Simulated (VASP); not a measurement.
Wanted: the native input for a VASP 6.6.1 run.

```yaml
Task: relaxation of cell and atoms
Functional: PBE
Potentials_or_basis: VASP PAW PBE potentials, release 64 (V_sv)
Cutoff: 600 eV
k_mesh: 20 × 20 × 20
Occupations: gaussian, width 0.1 eV
Spin: no spin polarisation
Dipole_correction: no
Further_INCAR_settings: ALGO = Normal; EDIFF = 1e-07; IBRION = 2; EDIFFG = -0.005; NSW = 100; ISIF = 3
```

The structure of V lies in POSCAR:

```
V
1.0
   -1.5143500000      1.5143500000      1.5143500000
    1.5143500000     -1.5143500000      1.5143500000
    1.5143500000      1.5143500000     -1.5143500000
V
1
Direct
    0.0000000000      0.0000000000      0.0000000000
```

One way to write it, as run:

INCAR

```
ALGO = Normal ; EDIFF = 1E-7
EDIFFG = -0.005 ; ENCUT = 600
GGA = PE ; IBRION = 2
ISIF = 3 ; ISMEAR = 0
LASPH = T ; LCHARG = F
LREAL = F ; LWAVE = F
NELM = 60 ; NSW = 100
PREC = Accurate ; SIGMA = 0.1
```

KPOINTS

```
k-points
0
Gamma
  20 20 20
```

Potentials or basis: VASP PAW PBE potentials, release 64 (V_sv).

The run is started by

```sh
$ cat potpaw_PBE.64/V_sv/POTCAR > POTCAR
$ mpirun -np 1 vasp_std > vasp.out
```

It gave:

* Relaxed volume: 13.47 Å³/atom
* Relaxed cell: a = 2.596 Å, b = 2.596 Å, c = 2.596 Å, α = 109.47°, β = 109.47°, γ = 109.47°
* Space group after relaxing (to 0.05 Å): Im-3m (No. 229)
* Energy gained by relaxing: 7.1 meV/atom
* Ionic steps: 3
* Pressure after relaxing: 0.0 GPa

Wall time 28 s on 1 thread of Intel(R) Xeon(R) 6975P-C (Granite Rapids), with other jobs on the host, peak memory 0.18 GiB.
